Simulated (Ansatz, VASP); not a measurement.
## Two plane-wave programs on Al

Contents of INCAR:

```
PREC     = Accurate       # precision mode
ENCUT    = 400            # plane-wave cutoff, eV
EDIFF    = 1E-6           # SCF threshold, eV
ISMEAR   = 1              # smearing method
SIGMA    = 0.1            # smearing width, eV
LREAL    = False          # projectors in reciprocal space
LASPH    = True           # aspherical terms in the spheres
NELM     = 120            # most SCF steps
ALGO     = Normal         # electronic algorithm
ISIF     = 2              # what is computed and relaxed
LWAVE    = False          # write WAVECAR
LCHARG   = False          # write CHGCAR
LDIPOL   = True         
IDIPOL   = 3            
DIPOL    = 0.5 0.5 0.380
GGA      = PS             # functional
IVDW     = 12             # dispersion correction
NBANDS   = 30             # bands
GGA_COMPAT= False        
NELMDL   = -8
```

KPOINTS

```
Automatic mesh
0
Gamma
  9 9 1
```

POSCAR

```
Al
1.0
    0.0000000284      5.3986024703      0.0000000000
   -4.6753268984     -2.6993012106      0.0000000000
    0.0000000000      0.0000000000     24.5947325592
Al
12
Direct
    0.0000000000      0.0000000000      0.2846137881
    0.0000000000      0.5000000000      0.2846137881
    0.5000000000      1.0000000000      0.2846137881
    0.5000000000      0.5000000000      0.2846137881
    0.3328510672      0.1649356933      0.3803254259
    0.3320846261      0.6671489328      0.3803254259
    0.8333333333      0.1666666667      0.3808899792
    0.8350643067      0.6679153739      0.3803254259
    0.6674173987      0.3342818876      0.4748057331
    0.6657181124      0.8331355111      0.4748057331
    0.1668644889      0.3325826013      0.4748057331
    0.1666666667      0.8333333333      0.4810406801
```

Input for Ansatz:

```yaml
crystal:
  lattice:
    - [2.84e-08, 5.3986024703, 0.0]
    - [-4.6753268984, -2.6993012106, 0.0]
    - [0.0, 0.0, 24.5947325592]
  atoms:
    - { symbol: Al, position: [0.0, 0.0, 0.2846137881] }
    - { symbol: Al, position: [0.0, 0.5, 0.2846137881] }
    - { symbol: Al, position: [0.5, 1.0, 0.2846137881] }
    - { symbol: Al, position: [0.5, 0.5, 0.2846137881] }
    - { symbol: Al, position: [0.3328510672, 0.1649356933, 0.3803254259] }
    - { symbol: Al, position: [0.3320846261, 0.6671489328, 0.3803254259] }
    - { symbol: Al, position: [0.8333333333, 0.1666666667, 0.3808899792] }
    - { symbol: Al, position: [0.8350643067, 0.6679153739, 0.3803254259] }
    - { symbol: Al, position: [0.6674173987, 0.3342818876, 0.4748057331] }
    - { symbol: Al, position: [0.6657181124, 0.8331355111, 0.4748057331] }
    - { symbol: Al, position: [0.1668644889, 0.3325826013, 0.4748057331] }
    - { symbol: Al, position: [0.1666666667, 0.8333333333, 0.4810406801] }
basis:
  ecutwfc: 420
kpoints:
  mp_grid: { grid: [9, 9, 1] }
hamiltonian:
  xc: pbesol
  dispersion: d3bj
  pseudopotentials: { kind: paw, azcp: { folder: soft_1 } }
scf:
  occupations: { method: methfessel_paxton, width: 0.1 }
  n_extra_bands: 10
  max_iter: 160
output:
  forces: true
  eigenvalues: true
efield:
  axis: 3
  dipole_correction: true
```

Alike in both runs: task single point; functional PBEsol; dispersion D3(BJ); k mesh 9 × 9 × 1; occupations methfessel-paxton of order 1, width 0.1 eV; no spin polarisation.

```csv
,VASP,Ansatz
version,VASP 6.6.1,Ansatz 0.2.0
potentials or method,"VASP PAW PBE potentials, release 64 (Al), cutoff 400 eV","scalar-relativistic, plane waves, PAW"
valence electrons in the cell,36,36
```

```tsv
	VASP	Ansatz	Ansatz less VASP
gap on the k mesh at the Fermi level (eV)	none	none	-
rms of the force components (eV/Å)	0.063	0.062	-0.0007
```

VASP's potentials were made for PBE, not for PBEsol, and Ansatz warns of the same on its side. Atom by atom the forces differ by 0.002 eV/Å (rms over components). A gap of «none» marks a metal or a gap that the smearing closes.
